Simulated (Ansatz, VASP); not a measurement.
SnSb2C3 in VASP and in Ansatz

Contents of INCAR:

```
PREC     = Accurate       # precision mode
ENCUT    = 600            # plane-wave cutoff, eV
EDIFF    = 1E-6           # SCF threshold, eV
ISMEAR   = 0              # smearing method
SIGMA    = 0.1            # smearing width, eV
LREAL    = False          # projectors in reciprocal space
LASPH    = True           # aspherical terms in the spheres
NELM     = 60             # most SCF steps
ALGO     = Normal         # electronic algorithm
ISIF     = 3              # what is computed and relaxed
LWAVE    = False          # write WAVECAR
LCHARG   = False          # write CHGCAR
GGA      = PE             # functional
IBRION   = 2              # ionic algorithm
NSW      = 90             # ionic steps
EDIFFG   = -0.04          # ionic threshold
```

KPOINTS

```
regular mesh
0
Gamma
  3 3 6
```

File POSCAR:

```
SnSb2C3
1.0
    6.0711736800      0.0000000000      0.0000000000
   -3.0355868400      5.2577906400      0.0000000000
    0.0000000000      0.0000000000      3.6574633500
Sn Sb C
1 2 3
Direct
    0.0000000000      0.0000000000      0.0000000000
    0.3333333300      0.6666666700      0.0000000000
    0.6666666700      0.3333333300      0.0000000000
    0.5000000000      0.0000000000      0.5000000000
    0.5000000000      0.5000000000      0.5000000000
    0.0000000000      0.5000000000      0.5000000000
```

Input for Ansatz:

```yaml
crystal:
  lattice:
    - [6.07117368, 0.0, 0.0]
    - [-3.03558684, 5.25779064, 0.0]
    - [0.0, 0.0, 3.65746335]
  atoms:
    - { symbol: Sn, position: [0.0, 0.0, 0.0] }
    - { symbol: Sb, position: [0.33333333, 0.66666667, 0.0] }
    - { symbol: Sb, position: [0.66666667, 0.33333333, 0.0] }
    - { symbol: C, position: [0.5, 0.0, 0.5] }
    - { symbol: C, position: [0.5, 0.5, 0.5] }
    - { symbol: C, position: [0.0, 0.5, 0.5] }
basis:
  ecutwfc: 420
kpoints:
  mp_grid: { grid: [3, 3, 6] }
hamiltonian:
  xc: pbe
scf:
  occupations: { method: gaussian, width: 0.1 }
  lower_state_search: "off"
output:
  forces: true
  stress: true
  eigenvalues: true
relax:
  adjacent_minimum: "off"
  f_tol: 0.04
  max_steps: 70
  cell: { stress_tol: 0.4 }
```

Change from the starting cell: species swapped into the HoCo3B2 type (P6/mmm, No. 191).

Alike in both runs: task relaxation of cell and atoms; functional PBE; k mesh 3 × 3 × 6; occupations gaussian, width 0.1 eV; no spin polarisation.

|  | VASP | Ansatz |
| --- | --- | --- |
| version | VASP 6.6.1 | Ansatz 0.2.0 |
| potentials or method | VASP PAW PBE potentials, release 64 (Sn_d, Sb, C), cutoff 600 eV | scalar-relativistic, plane waves, PAW |
| valence electrons in the cell | 36 | 56 |

Ansatz gave:

| Item | Value |
| --- | --- |
| gap on the k mesh at the Fermi level, each at its own relaxed structure (eV) | none |
| relaxed volume (Å³/atom) | 16.49 |
| relaxed length of the cell vector where the two differ most in proportion (Å) | 3.203 |

**Question.** Which values does VASP return?

**Answer.** gap on the k mesh at the Fermi level, each at its own relaxed structure (eV): none; relaxed volume (Å³/atom): 16.43; relaxed length of the cell vector where the two differ most in proportion (Å): 3.197.

A gap of «none» marks a metal or a gap that the smearing closes. VASP's potentials hold 36 valence electrons a cell and Ansatz's 56, so a difference there can come from the potentials and not from the codes.

The k mesh is coarse, so the values compare programs but aren't converged. Neither program's run includes spin-orbit coupling. Noted on VASP's run: the volume moved by over 15 % at a fixed basis, so the end points are rough.
